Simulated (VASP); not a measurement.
# Si (Fd-3m) in VASP: further runs, part 3 of 3

VASP 6.6.1. The steps go on from the part before.

### 6 Electric field gradients, LDA (volume scaled by 0.99)

Input file INCAR:

```
SYSTEM = Si
PREC = Accurate ; ENCUT = 520
EDIFF = 1E-8 ; ISMEAR = -1
SIGMA = 0.08 ; LREAL = .False.
LASPH = .True. ; NELM = 60
ALGO = Normal ; ISIF = 2
LWAVE = .False. ; LCHARG = .False.
GGA = CA ; LEFG = .True.
NBANDS = 11
```

Input file KPOINTS:

```
regular mesh
0
Gamma
  11 11 11
  0 0 0
```

Input file POSCAR:

```
Si
1.0
    0.0000000000      2.7063880927      2.7063880927
    2.7063880927      0.0000000000      2.7063880927
    2.7063880927      2.7063880927      0.0000000000
Si
2
Direct
    0.5000000000      0.5000000000      0.5000000000
    0.7500000000      0.7500000000      0.7500000000
```

Potentials or basis: VASP PAW LDA potentials, release 64 (Si).

The run is started by

```console
> cat potpaw_LDA.64/Si/POTCAR > POTCAR
> mpirun -np 1 vasp_std > vasp.out
```

OUTCAR:

```text
SYSTEM = Si
   PREC = Accurate
   ENCUT = 520
   EDIFF = 1E-8
   ISMEAR = -1
   LREAL = .False.
   LASPH = .True.
   NELM = 60
   ISIF = 2
   GGA = CA

 ion  position               nearest neighbor table
   1  0.500  0.500  0.500-   2 2.34   2 2.34   2 2.34   2 2.34
   2  0.750  0.750  0.750-   1 2.34   1 2.34   1 2.34   1 2.34

  LATTYP: Found a face centered cubic cell.
 ALAT       =     5.4127761854

  Lattice vectors:

 A1 = (   0.0000000000,   2.7063880927,   2.7063880927)
 A2 = (   2.7063880927,   0.0000000000,   2.7063880927)
 A3 = (   2.7063880927,   2.7063880927,   0.0000000000)

Analysis of symmetry for initial positions (statically):
=====================================================================
 Subroutine PRICEL returns:
 Original cell was already a primitive cell.

 Routine SETGRP: Setting up the symmetry group for a
 face centered cubic supercell.

 Subroutine GETGRP returns: Found 48 space group operations
 (whereof 24 operations were pure point group operations)
 out of a pool of 48 trial point group operations.

The static configuration has the point symmetry T_d .
 The point group associated with its full space group is O_h .

Analysis of symmetry for dynamics (positions and initial velocities):
=====================================================================
 Subroutine PRICEL returns:
 Original cell was already a primitive cell.

 Routine SETGRP: Setting up the symmetry group for a
 face centered cubic supercell.

 Subroutine GETGRP returns: Found 48 space group operations
 (whereof 24 operations were pure point group operations)
 out of a pool of 48 trial point group operations.

The dynamic configuration has the point symmetry T_d .
 The point group associated with its full space group is O_h .

 Subroutine INISYM returns: Found 48 space group operations
 (whereof 24 operations are pure point group operations),
 and found     1 'primitive' translations

----------------------------------------------------------------------------------------

                                     Primitive cell

  volume of cell :      39.6461

  direct lattice vectors                    reciprocal lattice vectors
     0.000000000  2.706388093  2.706388093    -0.184748079  0.184748079  0.184748079
     2.706388093  0.000000000  2.706388093     0.184748079 -0.184748079  0.184748079
     2.706388093  2.706388093  0.000000000     0.184748079  0.184748079 -0.184748079

  length of vectors
     3.827410746  3.827410746  3.827410746     0.319993059  0.319993059  0.319993059

  position of ions in fractional coordinates (direct lattice)
     0.500000000  0.500000000  0.500000000
     0.750000000  0.750000000  0.750000000

  ion indices of the primitive-cell ions
   primitive index   ion index
                 1           1
                 2           2

----------------------------------------------------------------------------------------

 KPOINTS: regular mesh

Automatic generation of k-mesh.
 Grid dimensions read from file:
 generate k-points for:   11   11   11

 Generating k-lattice:
[... 79 lines left out ...]
   IALGO  =     38    algorithm
   IMIX   =      4    mixing-type and parameters
     AMIX     =   0.40;   BMIX     =  1.00
     AMIX_MAG =   1.60;   BMIX_MAG =  1.00
  volume/ion in A,a.u.               =      19.82       133.77
  Fermi-wavevector in a.u.,A,eV,Ry     =   0.960221  1.814556 12.544916  0.922025
  Thomas-Fermi vector in A             =   2.089487
   LORBIT       =      0    0 simple, 1 ext, 2 COOP (PROOUT), +10 PAW based schemes
   GGA     = CA    functional components
   LHFCALC =     F    Hartree Fock is set to
   AEXX    =    0.0000 exact exchange contribution
   IVDW    =     0    specifies the selected vdW correction
   LEPSILON=     F    determine dielectric tensor
   LRPA    =     F    only Hartree local field effects (RPA)
 non-spin polarized calculation
  energy-cutoff  :      520.00
  volume of cell :       39.65
 maximum number of plane-waves:      1079
   NGX = 15   NGY = 15   NGZ = 15

 number of electron       8.0000001 magnetization

 Free energy of the ion-electron system (eV)
  ---------------------------------------------------
  ext. energy  EPLUGINS =         0.00000000
  ---------------------------------------------------
  free energy    TOTEN  =       -11.91931523 eV

  energy without entropy =      -11.91876311  energy(sigma->0) =      -11.91903917

 E-fermi :   6.0880     XC(G=0):  -9.6432

 val. band max:        5.8708581907   @ k =   0.0000   0.0000   0.0000
 cond. band min:       6.3448376674   @ k =   0.4545   0.4545   0.0000
 fundamental gap:      0.4739794767
 Fermi energy:         6.0879903105

 k-point     1 :       0.0000    0.0000    0.0000
  band No.  band energies     occupation
      1      -6.1541      2.00000
      2       5.8709      1.87571
      3       5.8709      1.87571
      4       5.8709      1.87571
      5       8.3995      0.00000
      6       8.3995      0.00000
      7       8.3995      0.00000
      8       9.1938      0.00000
      9      13.5910      0.00000
     10      13.6040      0.00000
     11      13.6040      0.00000
[... 309 lines left out ...]
 k-point    24 :      -0.1818    0.1818    0.0000
  band No.  band energies     occupation
      1      -5.0199      2.00000
      2       1.7816      2.00000
      3       3.1367      2.00000
      4       5.1825      1.99998
      5       8.8156      0.00000
      6       9.5857      0.00000
      7       9.8568      0.00000
      8      11.4802      0.00000
      9      11.9116      0.00000
     10      15.8557      0.00000
     11      16.3725      0.00000

 [... further k-points ...]

------------------------ aborting loop because EDIFF is reached ----------------------------------------

  FORCE on cell =-STRESS in cart. coord.  units (eV):
  Direction    XX          YY          ZZ          XY          YZ          ZX
  --------------------------------------------------------------------------------------
  -------------------------------------------------------------------------------------
  Total       -0.1317681     -0.1317681     -0.1317681     -0.0000000     -0.0000000      0.0000000
  in kB       -5.3250132     -5.3250132     -5.3250132     -0.0000000     -0.0000000      0.0000000
  external PRESSURE =      -5.3250132 kB  Pullay stress =       0.0000000 kB

 VOLUME and BASIS-vectors are now :
 -----------------------------------------------------------------------------
  energy-cutoff  :      520.00
  volume of cell :       39.65
      direct lattice vectors                 reciprocal lattice vectors
     0.000000000  2.706388093  2.706388093    -0.184748079  0.184748079  0.184748079
     2.706388093  0.000000000  2.706388093     0.184748079 -0.184748079  0.184748079
     2.706388093  2.706388093  0.000000000     0.184748079  0.184748079 -0.184748079

 POSITION                                       TOTAL-FORCE (eV/Angst)
 -----------------------------------------------------------------------------------
      2.70639      2.70639      2.70639        -0.000000     -0.000000     -0.000000
      4.05958      4.05958      4.05958         0.000000      0.000000      0.000000
 -----------------------------------------------------------------------------------
    total drift:                                0.000000      0.000000     -0.000000

  FREE ENERGIE OF THE ION-ELECTRON SYSTEM (eV)
  ---------------------------------------------------
  free  energy   TOTEN  =       -11.9193152336 eV

  energy  without entropy=      -11.9187631131  energy(sigma->0) =      -11.91903917

 Electric field gradients (V/A^2)
---------------------------------------------------------------------
 ion       V_xx      V_yy      V_zz      V_xy      V_xz      V_yz
---------------------------------------------------------------------
   1       0.000    -0.000    -0.000    -0.000    -0.000    -0.000
   2       0.000    -0.000    -0.000    -0.000    -0.000    -0.000
---------------------------------------------------------------------

 Electric field gradients after diagonalization (V/A^2)
 (convention: |V_zz| > |V_xx| > |V_yy|)
----------------------------------------------------------------------
 ion       V_xx      V_yy      V_zz     asymmetry (V_yy - V_xx)/ V_zz
----------------------------------------------------------------------
   1       0.000     0.000    -0.000       0.000
   2       0.000     0.000    -0.000       0.000
----------------------------------------------------------------------

           NMR quadrupolar parameters

 Cq : quadrupolar parameter    Cq=e*Q*V_zz/h
 eta: asymmetry parameters     (V_yy - V_xx)/ V_zz
 Q  : nuclear electric quadrupole moment in mb (millibarn)
----------------------------------------------------------------------
 ion       Cq(MHz)       eta       Q (mb)
----------------------------------------------------------------------
   1      -0.000       0.000       1.000
   2      -0.000       0.000       1.000
----------------------------------------------------------------------
```

OSZICAR:

```text
N       E                     dE             d eps       ncg     rms          rms(c)
DAV:   1     0.775906560800E+01    0.77591E+01   -0.33961E+03  1232   0.598E+02
DAV:   2    -0.115305885789E+02   -0.19290E+02   -0.18475E+02  1562   0.868E+01
DAV:   3    -0.121814798902E+02   -0.65089E+00   -0.64948E+00  1594   0.145E+01
DAV:   4    -0.121866537785E+02   -0.51739E-02   -0.51733E-02  1477   0.163E+00
DAV:   5    -0.121867074546E+02   -0.53676E-04   -0.53676E-04  1524   0.155E-01    0.507E+00
DAV:   6    -0.120025404160E+02    0.18417E+00   -0.10682E-01  1391   0.129E+00    0.303E+00
DAV:   7    -0.119191594759E+02    0.83381E-01   -0.18930E-01  1415   0.178E+00    0.237E-01
DAV:   8    -0.119193406412E+02   -0.18117E-03   -0.80968E-03  1400   0.490E-01    0.827E-02
DAV:   9    -0.119193097254E+02    0.30916E-04   -0.22750E-04  1544   0.801E-02    0.633E-02
DAV:  10    -0.119193153639E+02   -0.56385E-05   -0.16665E-05  1424   0.240E-02    0.289E-02
DAV:  11    -0.119193152312E+02    0.13271E-06   -0.97398E-07  1468   0.519E-03    0.218E-03
DAV:  12    -0.119193152336E+02   -0.24539E-08   -0.23050E-08  1417   0.905E-04
   1 F= -.11919315E+02 E0= -.11919039E+02  d E =-.552121E-03
```

stdout:

```text
POSCAR found type information on POSCAR Si
 POSCAR found :  1 types and       2 ions
 scaLAPACK will be used
 LDA part: xc-table for (Slater(with rela. corr.)+CA(PZ))
 , standard interpolation
 POSCAR, INCAR and KPOINTS ok, starting setup
 FFT: planning ... GRIDC
 FFT: planning ... GRID_SOFT
 FFT: planning ... GRID
 WAVECAR not read
 entering main loop
ion   1

ion   2
```

Run time: 11 s. Hardware: 1 thread of AMD EPYC 9R14 (Zen 4), shared host; peak memory 0.11 GiB.

Results:

| Item | Value |
| --- | --- |
| Free energy | -11.9193 eV |
| Pressure | -0.5 GPa |
| Band gap on the k mesh | 0.47 eV, indirect (least direct gap 2.53 eV) |

Levels at points of the mesh, in eV from the valence-band top:
```
           k point  band 2  band 3  band 4  band 5  band 6  band 7
(0.00, 0.00, 0.00)    0.00    0.00    0.00    2.53    2.53    2.53
```

Caveat: without QUAD_EFG the Cq values of the log hold for a quadrupole moment of 1 mb, not for the nuclei.

### 7 Overview

```tsv
cell	gap on the mesh (eV)	pressure (GPa)
a = 3.840 Å, angles 60.0°, 2 atoms	0.49	-1.5
a = 3.878 Å, angles 60.0°, 2 atoms	0.54	-4.0
a = 3.788 Å, angles 60.0°, 2 atoms	0.42	2.6
a = 3.827 Å, angles 60.0°, 2 atoms	0.47	-0.5
```

Alike in all rows: task electric field gradients; level LDA; potentials or basis VASP PAW LDA potentials, release 64 (Si); no spin polarisation; k mesh 11 × 11 × 11; cutoff (eV) 520; smearing fermi-dirac 0.08 eV.

Total energies depend on the potentials used, so only differences within one code and one set of settings carry meaning.
